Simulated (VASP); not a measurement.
Crystal: KScS2.

```
K S Sc
1.0
     4.03526    0.00000    0.00000
     0.00000    4.03526    0.00000
     0.00000    0.00000    5.46549
K S Sc
1 2 1
Direct
  0.00000 0.00000 0.00000
  0.00000 0.00000 0.50000
  0.50000 0.50000 0.00000
  0.50000 0.50000 0.50000
```

Base run:

```yaml
Program: VASP 6.6.1
Functional: r2SCAN
Potentials_or_basis: VASP PAW PBE potentials, release 64 (K_sv, S, Sc_sv)
Cutoff: 520 eV
k_mesh: 6 × 6 × 4
Occupations: fermi-dirac, width 0.02 eV
Spin: no spin polarisation
```

Its results: band gap on the k mesh 0.26 eV, direct; pressure 0.2 GPa.

The run is repeated on the same cell with these changes: functional from r2SCAN to PBE. What comes out?

Band gap on the k mesh 0.04 eV, direct; pressure 0.8 GPa.

r2SCAN gives the wider gap, since meta-GGAs in the generalised Kohn-Sham scheme recover part of the derivative discontinuity.

Caveats: the PAW data sets were made with another functional, which shifts forces and pressure a little (some runs).

A k mesh can miss the band edges.
